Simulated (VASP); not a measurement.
# BN (P6_3/mmc) in VASP: a series of runs

BN is run at these levels: PBE, PBE0; tasks: single point.

Program: VASP 6.6.1. These are calculated values, not measurements. Logs are shortened: lines on timing, memory, paths and dates and some standing lists are left out, and cuts for length are marked.

### Step 1. The cell of the first run

Symmetry: P6_3/mmc, No. 194, hexagonal system. Conventional cell: a = 2.498 Å, b = 2.498 Å, c = 6.636 Å, α = 90.00°, β = 90.00°, γ = 120.00°. B (site symmetry -6m2) has 3 N at 1.44 Å within 1.9 Å. N (site symmetry -6m2) has 3 B at 1.44 Å within 1.9 Å.

### Step 2. Single point, PBE

Input file INCAR:

```
  ALGO = Normal
  EDIFF = 1E-6
  ENCUT = 600
  GGA = PE
  GGA_COMPAT = False
  ISIF = 2
  ISMEAR = 0
  LASPH = True
  LCHARG = False
  LREAL = False
  LWAVE = False
  NBANDS = 16
  NELM = 120
  PREC = Accurate
  SIGMA = 0.01
```

Input file KPOINTS:

```
k-points
0
Gamma
  3 3 1
```

Input file POSCAR:

```
BN
1.0
    2.4982400000      0.0000000000      0.0000000000
   -1.2491200000      2.1635390000      0.0000000000
    0.0000000000      0.0000000000      6.6357000000
B N
2 2
Direct
    0.3333333333      0.6666666667      0.2500000000
    0.6666666667      0.3333333333      0.7500000000
    0.3333333333      0.6666666667      0.7500000000
    0.6666666667      0.3333333333      0.2500000000
```

Potentials or basis: VASP PAW PBE potentials, release 64 (B, N).

Launch:

```bash
cat potpaw_PBE.64/B/POTCAR potpaw_PBE.64/N/POTCAR > POTCAR
mpirun -np 1 vasp_std > vasp.out
```

OUTCAR:

```text
EDIFF = 1E-6
   ENCUT = 600
   GGA = PE
   ISIF = 2
   ISMEAR = 0
   LASPH = True
   LREAL = False
   NELM = 120
   PREC = Accurate

 ion  position               nearest neighbor table
   1  0.333  0.667  0.250-   4 1.44   4 1.44   4 1.44
   2  0.667  0.333  0.750-   3 1.44   3 1.44   3 1.44
   3  0.333  0.667  0.750-   2 1.44   2 1.44   2 1.44
   4  0.667  0.333  0.250-   1 1.44   1 1.44   1 1.44

  LATTYP: Found a hexagonal cell.
 ALAT       =     2.4982400000
 C/A-ratio  =     2.6561499296

  Lattice vectors:

 A1 = (   2.4982400000,   0.0000000000,   0.0000000000)
 A2 = (  -1.2491200000,   2.1635390000,   0.0000000000)
 A3 = (   0.0000000000,   0.0000000000,   6.6357000000)

Analysis of symmetry for initial positions (statically):
=====================================================================
 Subroutine PRICEL returns:
 Original cell was already a primitive cell.

 Routine SETGRP: Setting up the symmetry group for a
 hexagonal supercell.

 Subroutine GETGRP returns: Found 24 space group operations
 (whereof 12 operations were pure point group operations)
 out of a pool of 24 trial point group operations.

The static configuration has the point symmetry D_3d.
 The point group associated with its full space group is D_6h.

Analysis of symmetry for dynamics (positions and initial velocities):
=====================================================================
 Subroutine PRICEL returns:
 Original cell was already a primitive cell.

 Routine SETGRP: Setting up the symmetry group for a
 hexagonal supercell.

 Subroutine GETGRP returns: Found 24 space group operations
 (whereof 12 operations were pure point group operations)
 out of a pool of 24 trial point group operations.

The dynamic configuration has the point symmetry D_3d.
 The point group associated with its full space group is D_6h.

 Subroutine INISYM returns: Found 24 space group operations
 (whereof 12 operations are pure point group operations),
 and found     1 'primitive' translations

----------------------------------------------------------------------------------------

                                     Primitive cell

  volume of cell :      35.8662

  direct lattice vectors                    reciprocal lattice vectors
     2.498240000  0.000000000  0.000000000     0.400281798  0.231102837  0.000000000
    -1.249120000  2.163539000  0.000000000     0.000000000  0.462205673  0.000000000
     0.000000000  0.000000000  6.635700000     0.000000000  0.000000000  0.150700002

  length of vectors
     2.498240000  2.498239736  6.635700000     0.462205624  0.462205673  0.150700002

  position of ions in fractional coordinates (direct lattice)
     0.333333333  0.666666667  0.250000000
     0.666666667  0.333333333  0.750000000
     0.333333333  0.666666667  0.750000000
     0.666666667  0.333333333  0.250000000

  ion indices of the primitive-cell ions
   primitive index   ion index
                 1           1
                 2           2
                 3           3
                 4           4

----------------------------------------------------------------------------------------

 KPOINTS: k-points

Automatic generation of k-mesh.
 Grid dimensions read from file:
 generate k-points for:    3    3    1

 Generating k-lattice:

  Cartesian coordinates                     Fractional coordinates (reciprocal lattice)
     0.133427266  0.077034279  0.000000000     0.333333333  0.000000000  0.000000000
     0.000000000  0.154068558  0.000000000     0.000000000  0.333333333  0.000000000
     0.000000000  0.000000000  0.150700002     0.000000000  0.000000000  1.000000000

  Length of vectors
     0.154068541  0.154068558  0.150700002

  Shift w.r.t. Gamma in fractional coordinates (k-lattice)
     0.000000000  0.000000000  0.000000000

 Subroutine IBZKPT returns following result:
 ===========================================

 Found      3 irreducible k-points:

 Following reciprocal coordinates:
            Coordinates               Weight
  0.000000  0.000000  0.000000      1.000000
  0.333333  0.000000  0.000000      6.000000
  0.333333  0.333333  0.000000      2.000000
   k-points           NKPTS =      3   k-points in BZ     NKDIM =      3   number of bands    NBANDS=     16
   number of dos      NEDOS =    301   number of ions     NIONS =      4
   total plane-waves  NPLWV =  21600
   dimension x,y,z NGX =    20 NGY =   20 NGZ =   54
   dimension x,y,z NGXF=    40 NGYF=   40 NGZF=  108
   ions per type =               2   2
   NGX,Y,Z   is equivalent  to a cutoff of  13.31, 13.31, 13.53 a.u.
   NGXF,Y,Z  is equivalent  to a cutoff of  26.62, 26.62, 27.06 a.u.
 SYSTEM =  unknown system
   PREC   = accura    normal or accurate (medium, high low for compatibility)
   ISTART =      0    job   : 0-new  1-cont  2-samecut
   ICHARG =      2    charge: 1-file 2-atom 10-const
   ISPIN  =      1    spin polarized calculation?
   LNONCOLLINEAR =      F non collinear calculations
   LSORBIT =      F    spin-orbit coupling
   LASPH  =      T    aspherical Exc in radial PAW
   ENCUT  =  600.0 eV  44.10 Ry    6.64 a.u.   4.99  4.99 13.25*2*pi/ulx,y,z
   NELM   =    120;   NELMIN=  2; NELMDL= -5     # of ELM steps
   EDIFF  = 0.1E-05   stopping-criterion for ELM
   LREAL  =      F    real-space projection
   EDIFFG = 0.1E-04   stopping-criterion for IOM
   NSW    =      0    number of steps for IOM
   IBRION =     -1    ionic relax: 0-MD 1-quasi-New 2-CG
   NFREE  =      0    steps in history (QN), initial steepest desc. (CG)
   ISIF   =      2    stress and relaxation
   ISYM   =      2    0-nonsym 1-usesym 2-fastsym
   POTIM  = 0.5000    time-step for ionic-motion
   TEBEG  =    0.0;   TEEND  =   0.0 temperature during run
   PSTRESS=    0.0 pullay stress
   NELECT =      16.0000    total number of electrons
   NUPDOWN=      -1.0000    fix difference up-down
   EMIN   =  10.00;   EMAX   =-10.00  energy-range for DOS
   EFERMI =   0.00;   METHOD = LEGACY
   ISMEAR =     0;   SIGMA  =   0.01  broadening in eV -4-tet -1-fermi 0-gaus
   EFERMI_NEDOS =   21; number of points for ismear=-14 and -15
   IALGO  =     38    algorithm
   IMIX   =      4    mixing-type and parameters
     AMIX     =   0.40;   BMIX     =  1.00
     AMIX_MAG =   1.60;   BMIX_MAG =  1.00
  volume/ion in A,a.u.               =       8.97        60.51
  Fermi-wavevector in a.u.,A,eV,Ry     =   1.250891  2.363842 21.289435  1.564729
  Thomas-Fermi vector in A             =   2.384864
   LORBIT       =      0    0 simple, 1 ext, 2 COOP (PROOUT), +10 PAW based schemes
   GGA     = PE    functional components
   LHFCALC =     F    Hartree Fock is set to
   AEXX    =    0.0000 exact exchange contribution
   IVDW    =     0    specifies the selected vdW correction
   LEPSILON=     F    determine dielectric tensor
   LRPA    =     F    only Hartree local field effects (RPA)
 non-spin polarized calculation
 Gauss-broadening in eV      SIGMA  =   0.01
  energy-cutoff  :      600.00
  volume of cell :       35.87
 maximum number of plane-waves:      1203
 NGX is ok and might be reduce to    20
   NGX =  9   NGY =  9   NGZ = 27

 number of electron      15.9999998 magnetization

 Free energy of the ion-electron system (eV)
  ---------------------------------------------------
  ext. energy  EPLUGINS =         0.00000000
  ---------------------------------------------------
  free energy    TOTEN  =       -34.86177960 eV

  energy without entropy =      -34.86177960  energy(sigma->0) =      -34.86177960

 E-fermi :   2.4338     XC(G=0): -10.0616

 val. band max:        2.3023371787   @ k =   0.3333   0.3333   0.0000
 cond. band min:       7.2086170168   @ k =   0.3333   0.3333   0.0000
 fundamental gap:      4.9062798381
 Fermi energy:         2.4338187670

 k-point     1 :       0.0000    0.0000    0.0000
  band No.  band energies     occupation
      1     -15.4636      2.00000
      2     -15.1662      2.00000
      3      -3.9020      2.00000
      4      -1.7627      2.00000
      5       1.0743      2.00000
      6       1.0743      2.00000
      7       1.1114      2.00000
      8       1.1114      2.00000
      9       7.6099      0.00000
     10      12.7364      0.00000
     11      13.9618      0.00000
     12      13.9618      0.00000
     13      14.0859      0.00000
     14      14.0859      0.00000
     15      14.7160      0.00000
     16      15.4815      0.00000

 k-point     2 :       0.3333    0.0000    0.0000
  band No.  band energies     occupation
      1     -13.4607      2.00000
      2     -13.2471      2.00000
      3      -4.5319      2.00000
      4      -4.4499      2.00000
      5      -1.2069      2.00000
      6      -1.1450      2.00000
      7      -1.0716      2.00000
      8       0.6731      2.00000
      9       9.2681      0.00000
     10      10.1067      0.00000
     11      10.5683      0.00000
     12      12.6682      0.00000
     13      13.8781      0.00000
     14      17.6071      0.00000
     15      18.1755      0.00000
     16      21.0680      0.00000

 k-point     3 :       0.3333    0.3333    0.0000
  band No.  band energies     occupation
      1     -11.6037      2.00000
      2     -11.6037      2.00000
      3      -5.6376      2.00000
      4      -5.4758      2.00000
      5      -4.7788      2.00000
      6      -4.7788      2.00000
      7       2.3023      2.00000
      8       2.3023      2.00000
      9       7.2086      0.00000
     10       7.2086      0.00000
     11      13.1214      0.00000
     12      15.6391      0.00000
     13      15.6391      0.00000
     14      16.4810      0.00000
     15      19.0073      0.00000
     16      20.3536      0.00000

------------------------ aborting loop because EDIFF is reached ----------------------------------------

  FORCE on cell =-STRESS in cart. coord.  units (eV):
  Direction    XX          YY          ZZ          XY          YZ          ZX
  --------------------------------------------------------------------------------------
  -------------------------------------------------------------------------------------
  Total        1.2987324      1.2987320      1.1227822      0.0000000      0.0000000      0.0000000
  in kB       58.0155788     58.0155625     50.1557209      0.0000000      0.0000000      0.0000000
  external PRESSURE =      55.3956207 kB  Pullay stress =       0.0000000 kB

 VOLUME and BASIS-vectors are now :
 -----------------------------------------------------------------------------
  energy-cutoff  :      600.00
  volume of cell :       35.87
      direct lattice vectors                 reciprocal lattice vectors
     2.498240000  0.000000000  0.000000000     0.400281798  0.231102837  0.000000000
    -1.249120000  2.163539000  0.000000000     0.000000000  0.462205673  0.000000000
     0.000000000  0.000000000  6.635700000     0.000000000  0.000000000  0.150700002

 POSITION                                       TOTAL-FORCE (eV/Angst)
 -----------------------------------------------------------------------------------
     -0.00000      1.44236      1.65892         0.000000     -0.000000      0.000000
      1.24912      0.72118      4.97677        -0.000000     -0.000000      0.000000
     -0.00000      1.44236      4.97677         0.000000      0.000000      0.000000
      1.24912      0.72118      1.65892        -0.000000      0.000000      0.000000
 -----------------------------------------------------------------------------------
    total drift:                                0.000000     -0.000000      0.000000

  FREE ENERGIE OF THE ION-ELECTRON SYSTEM (eV)
  ---------------------------------------------------
  free  energy   TOTEN  =       -34.8617795994 eV

  energy  without entropy=      -34.8617795994  energy(sigma->0) =      -34.86177960
```

It took 2.3 s on 1 thread of Intel Xeon 6975P-C (Granite Rapids), shared host; peak memory 0.14 GiB.

Results:

```yaml
Free_energy: -34.8618 eV
Pressure: 5.5 GPa
Band_gap_on_the_k_mesh: 4.91 eV, direct
```

Stress tensor (GPa, compression positive):
```
5.80 0.00 0.00
0.00 5.80 0.00
0.00 0.00 5.02
```

Caveat: the k points lie up to 0.97 Å⁻¹ apart; this functional lacks dispersion, which binds the layers, so the pressure and a relaxed spacing across them are unreliable.

[end of part 1 of 2]
